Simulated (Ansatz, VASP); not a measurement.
One calculation of Bi2Se3, two programs

Contents of INCAR:

```
SYSTEM = Bi2Se3
PREC = Accurate
ENCUT = 500
EDIFF = 1E-6
ISMEAR = 0
SIGMA = 0.01
LREAL = .FALSE.
LASPH = .TRUE.
NELM = 120
ALGO = Normal
ISIF = 2
LWAVE = .FALSE.
LCHARG = .FALSE.
GGA = PE
NBANDS = 32
GGA_COMPAT = .FALSE.
```

The input KPOINTS:

```
Automatic mesh
0
G
  6 6 6
  0 0 0
```

The input POSCAR:

```
Bi2Se3
1.0
    2.0715000000      1.1959810826      9.5453333333
   -2.0715000000      1.1959810826      9.5453333333
    0.0000000000     -2.3919621653      9.5453333333
Bi Se
2 3
Direct
    0.4007996667      0.4007996667      0.4007996667
    0.5992003333      0.5992003333      0.5992003333
    0.0000000000      0.0000000000      0.0000000000
    0.2117003333      0.2117003333      0.2117003333
    0.7882996667      0.7882996667      0.7882996667
```

Input for Ansatz:

```yaml
crystal:
  lattice:
    a: 4.143
    b: 4.143
    c: 28.636
    alpha: 90.0
    beta: 90.0
    gamma: 120.0
  space_group: 166
  atoms:
    - { symbol: Bi, position: [0.6666666666666666, 0.3333333333333333, 0.734133] }
    - { symbol: Se, position: [0.0, 0.0, 0.0] }
    - { symbol: Se, position: [0.3333333333333333, 0.6666666666666666, 0.878367] }
  reduce_to_primitive: true
basis:
  ecutwfc: 550.0
kpoints:
  mp_grid:
    grid: [6, 6, 6]
hamiltonian:
  xc: pbe
scf:
  occupations:
    method: fixed
output:
  eigenvalues: true
```

Alike in both runs: task single point; functional PBE; k mesh 6 × 6 × 6; no spin polarisation.

|  | VASP | Ansatz |
| --- | --- | --- |
| version | VASP 6.6.1 | Ansatz 0.2.0 |
| potentials or method | VASP PAW PBE potentials, release 64 (Bi_d, Se), cutoff 500 eV | plane waves, PAW |
| occupations | gaussian, width 0.01 eV | fixed |
| valence electrons in the cell | 48 | 78 |

```tsv
	VASP	Ansatz	Ansatz less VASP
gap on the k mesh at the Fermi level (eV)	0.22	0.22	+0.002
```

VASP's potentials hold 48 valence electrons a cell and Ansatz's 78, so a difference there can come from the potentials and not from the codes.

Spin-orbit coupling is off throughout.
